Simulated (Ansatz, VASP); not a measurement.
**One calculation of Ni, two programs**

```
Ni
1.0
     0.00000    2.53443    2.53443
     2.53443    0.00000    2.53443
     2.53443    2.53443    0.00000
Ni
2
Direct
  0.12500 0.12500 0.12500
  0.87500 0.87500 0.87500
```

Alike in both runs: task single point; functional PBEsol; k mesh 12 × 12 × 12; occupations fermi-dirac, width 0.1 eV; no spin polarisation.

```csv
,VASP,Ansatz
version,VASP 6.6.1,Ansatz 0.2.0
potentials or method,"VASP PAW PBE potentials, release 64 (Ni), cutoff 520 eV","plane waves (420 eV) with PAW, scalar-relativistic"
valence electrons in the cell,20,36
```

|  | VASP | Ansatz | Ansatz less VASP |
| --- | --- | --- | --- |
| pressure (GPa) | -3.8 | -3.8 | -0.02 |

VASP's potentials were made for PBE, not for PBEsol, and Ansatz warns of the same on its side. VASP's potentials hold 20 valence electrons a cell and Ansatz's 36, so a difference there can come from the potentials and not from the codes.
